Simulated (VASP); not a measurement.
# CoSi (F-43m) in VASP: notebook, part 2 of 3

VASP 6.6.1. Earlier steps stand in the parts before.

## (3) Relaxation of cell and atoms, PBE

This run uses another cell than the first one, of 15.17 Å³/atom, 0.922 times its volume.

The input, INCAR:

```
PREC = Accurate ; ENCUT = 600
EDIFF = 1E-7 ; ISMEAR = 0
SIGMA = 0.1 ; LREAL = False
LASPH = True ; NELM = 80
ALGO = Normal ; ISIF = 3
LWAVE = False ; LCHARG = False
GGA = PE ; IBRION = 2
NSW = 100 ; EDIFFG = -0.05
```

The input, KPOINTS:

```
regular mesh
0
Gamma
  8 8 8
```

The input, POSCAR:

```
CoSi
1.0
    0.0000000000      2.4753717842      2.4753717842
    2.4753717842      0.0000000000      2.4753717842
    2.4753717842      2.4753717842      0.0000000000
Co Si
1 1
Direct
    0.0000000000      0.0000000000      0.0000000000
    0.2500000000      0.2500000000      0.2500000000
```

Potentials or basis: VASP PAW PBE potentials, release 64 (Co, Si).

Run with:

```
cat potpaw_PBE.64/Co/POTCAR potpaw_PBE.64/Si/POTCAR > POTCAR
mpirun -np 1 vasp_std > vasp.out
```

OUTCAR:

```text
PREC = Accurate
   ENCUT = 600
   EDIFF = 1E-7
   ISMEAR = 0
   LREAL = False
   LASPH = True
   NELM = 80
   ISIF = 3
   GGA = PE
   IBRION = 2
   NSW = 100
   EDIFFG = -0.05

 ion  position               nearest neighbor table
   1  0.000  0.000  0.000-   2 2.14   2 2.14   2 2.14   2 2.14
   2  0.250  0.250  0.250-   1 2.14   1 2.14   1 2.14   1 2.14

  LATTYP: Found a face centered cubic cell.
 ALAT       =     4.9507435684

  Lattice vectors:

 A1 = (   0.0000000000,   2.4753717842,   2.4753717842)
 A2 = (   2.4753717842,   0.0000000000,   2.4753717842)
 A3 = (   2.4753717842,   2.4753717842,   0.0000000000)

Analysis of symmetry for initial positions (statically):
=====================================================================
 Subroutine PRICEL returns:
 Original cell was already a primitive cell.

 Routine SETGRP: Setting up the symmetry group for a
 face centered cubic supercell.

 Subroutine GETGRP returns: Found 24 space group operations
 (whereof 24 operations were pure point group operations)
 out of a pool of 48 trial point group operations.

The static configuration has the point symmetry T_d .

Analysis of symmetry for dynamics (positions and initial velocities):
=====================================================================
 Subroutine PRICEL returns:
 Original cell was already a primitive cell.

 Routine SETGRP: Setting up the symmetry group for a
 face centered cubic supercell.

 Subroutine GETGRP returns: Found 24 space group operations
 (whereof 24 operations were pure point group operations)
 out of a pool of 48 trial point group operations.

The dynamic configuration has the point symmetry T_d .

 Subroutine INISYM returns: Found 24 space group operations
 (whereof 24 operations are pure point group operations),
 and found     1 'primitive' translations

[... 121 lines left out ...]
   AEXX    =    0.0000 exact exchange contribution
   IVDW    =     0    specifies the selected vdW correction
   LEPSILON=     F    determine dielectric tensor
   LRPA    =     F    only Hartree local field effects (RPA)
 conjugate gradient relaxation of ions
 non-spin polarized calculation
 Gauss-broadening in eV      SIGMA  =   0.10
  energy-cutoff  :      600.00
  volume of cell :       30.34
 maximum number of plane-waves:      1036
   NGX = 13   NGY = 13   NGZ = 13

--------------------------------------- Ionic step        1  -------------------------------------------

 number of electron      13.0000000 magnetization

 Free energy of the ion-electron system (eV)
  ---------------------------------------------------
  ext. energy  EPLUGINS =         0.00000000
  ---------------------------------------------------
  free energy    TOTEN  =       -11.65042321 eV

  energy without entropy =      -11.64312502  energy(sigma->0) =      -11.64677411

------------------------ aborting loop because EDIFF is reached ----------------------------------------

  FORCE on cell =-STRESS in cart. coord.  units (eV):
  Direction    XX          YY          ZZ          XY          YZ          ZX
  --------------------------------------------------------------------------------------
  -------------------------------------------------------------------------------------
  Total        1.9894049      1.9894049      1.9894049      0.0000000      0.0000000      0.0000000
  in kB      105.0709031    105.0709031    105.0709031      0.0000000      0.0000000      0.0000000
  external PRESSURE =     105.0709031 kB  Pullay stress =       0.0000000 kB
[... 59 lines left out ...]
--------------------------------------- Ionic step        3  -------------------------------------------

 number of electron      12.9999999 magnetization

 Free energy of the ion-electron system (eV)
  ---------------------------------------------------
  ext. energy  EPLUGINS =         0.00000000
  ---------------------------------------------------
  free energy    TOTEN  =       -11.72943411 eV

  energy without entropy =      -11.72209020  energy(sigma->0) =      -11.72576216

 E-fermi :   6.1062     XC(G=0): -10.5500

 val. band max:        6.0370536011   @ k =   0.3750   0.0000   0.0000
 cond. band min:       6.1428135791   @ k =   0.5000   0.2500   0.1250
 fundamental gap:      0.1057599780
 Fermi energy:         6.1061664245

 k-point     1 :       0.0000    0.0000    0.0000
  band No.  band energies     occupation
      1      -3.8575      2.00000
      2       3.7371      2.00000
      3       3.7371      2.00000
      4       3.7371      2.00000
      5       5.0236      2.00000
      6       5.0236      2.00000
      7      12.4630      0.00000
      8      12.4630      0.00000
      9      12.4630      0.00000
     10      13.7705      0.00000
[... 287 lines left out ...]
 k-point    24 :      -0.3750    0.2500    0.1250
  band No.  band energies     occupation
      1      -0.9101      2.00000
      2       2.4103      2.00000
      3       3.5982      2.00000
      4       4.2141      2.00000
      5       4.9574      2.00000
      6       5.1757      2.00000
      7       5.5785      2.00000
      8       7.7886      0.00000
      9       8.6970      0.00000
     10      13.8088      0.00000

 [... further k-points ...]
[... 5 lines left out ...]
  --------------------------------------------------------------------------------------
  -------------------------------------------------------------------------------------
  Total       -0.0075677     -0.0075677     -0.0075677     -0.0000000      0.0000000      0.0000000
  in kB       -0.3681930     -0.3681930     -0.3681930     -0.0000000      0.0000000      0.0000000
  external PRESSURE =      -0.3681930 kB  Pullay stress =       0.0000000 kB
[... 17 lines left out ...]
  FREE ENERGIE OF THE ION-ELECTRON SYSTEM (eV)
  ---------------------------------------------------
  free  energy   TOTEN  =       -11.7294341130 eV

  energy  without entropy=      -11.7220902005  energy(sigma->0) =      -11.72576216

 reached required accuracy - stopping structural energy minimisation
```

CONTCAR:

```text
CoSi
   1.00000000000000
     0.0000000000000000    2.5440366306667426    2.5440366306667426
     2.5440366306667426    0.0000000000000000    2.5440366306667426
     2.5440366306667426    2.5440366306667426    0.0000000000000000
  Co              Si
     1     1
Direct
     0.0000000000000000    0.0000000000000000    0.0000000000000000
     0.2500000000000000    0.2500000000000000    0.2500000000000000

  0.00000000E+00  0.00000000E+00  0.00000000E+00
  0.00000000E+00  0.00000000E+00  0.00000000E+00
```

Run time: 17 s. Hardware: 1 thread of Intel Xeon 6975P-C (Granite Rapids), shared host; peak memory 0.16 GiB.

Results:

* Free energy: -11.7294 eV
* Relaxed volume: 16.47 Å³/atom
* Relaxed cell: a = 3.598 Å, b = 3.598 Å, c = 3.598 Å, α = 60.00°, β = 60.00°, γ = 60.00°
* Space group after relaxing (to 0.05 Å): F-43m (No. 216)
* Energy gained by relaxing: 39.5 meV/atom
* Ionic steps: 3
* Pressure after relaxing: 0.0 GPa

Step by step:
```
step  energy change (eV)  largest force (eV/Å)  pressure (GPa)  volume (Å³)
   1              0.0000                0.0000           10.51        30.34
   2             -0.0421                0.0000           -5.61        34.92
   3             -0.0790                0.0000           -0.04        32.93
```

Final structure:
```
CELL_PARAMETERS angstrom
0.00000 2.54404 2.54404
2.54404 0.00000 2.54404
2.54404 2.54404 0.00000
ATOMIC_POSITIONS crystal
Co 0.00000 0.00000 0.00000
Si 0.25000 0.25000 0.25000
```

Levels at points of the mesh, in eV from the Fermi level:
```
           k point  band 3  band 4  band 5  band 6  band 7  band 8  band 9  band 10
(0.00, 0.00, 0.00)   -2.37   -2.37   -1.08   -1.08    6.36    6.36    6.36     7.66
(0.50, 0.00, 0.00)   -2.16   -2.16   -0.92   -0.92   -0.64    3.95    3.95     7.58
(0.50, 0.50, 0.00)   -1.52   -1.43   -1.43   -0.71   -0.34    0.98    0.98     6.04
```

Spin polarisation is off, so any magnetic state and its effect on volume and gap are missing.

## (4) Single point, PBE

The input, INCAR:

```
ALGO = Normal
EDIFF = 1E-6
ENCUT = 520
GGA = PE
ISIF = 2
ISMEAR = 0
LASPH = True
LCHARG = False
LREAL = False
LWAVE = False
NBANDS = 14
NELM = 60
PREC = Accurate
SIGMA = 0.1
```

The input, KPOINTS:

```
k-points
0
Gamma
  14 14 14
```

The input, POSCAR:

```
CoSi
1.0
    0.0000000000      2.5435862080      2.5435862080
    2.5435862080      0.0000000000      2.5435862080
    2.5435862080      2.5435862080      0.0000000000
Co Si
1 1
Direct
    0.0000000000      0.0000000000      0.0000000000
    0.2500000000      0.2500000000      0.2500000000
```

Run with:

```
cat potpaw_PBE.64/Co/POTCAR potpaw_PBE.64/Si/POTCAR > POTCAR
mpirun -np 1 vasp_std > vasp.out
```

It took 23 s on 1 thread of Intel Xeon 6975P-C (Granite Rapids), shared host; peak memory 0.18 GiB.

It converged, with:

| Item | Value |
| --- | --- |
| Free energy | -11.7303 eV |
| Pressure | 0.0 GPa |

Levels at points of the mesh, in eV from the Fermi level:
```tsv
k point	band 3	band 4	band 5	band 6	band 7	band 8	band 9	band 10
(0.00, 0.00, 0.00)	-2.30	-2.30	-1.01	-1.01	6.44	6.44	6.44	7.74
(0.50, 0.00, 0.00)	-2.09	-2.09	-0.85	-0.85	-0.57	4.03	4.03	7.66
(0.50, 0.50, 0.00)	-1.44	-1.36	-1.36	-0.64	-0.27	1.06	1.06	6.09
```

Spin polarisation is off, so any magnetic state and its effect on volume and gap are missing.

[end of part 2 of 3]
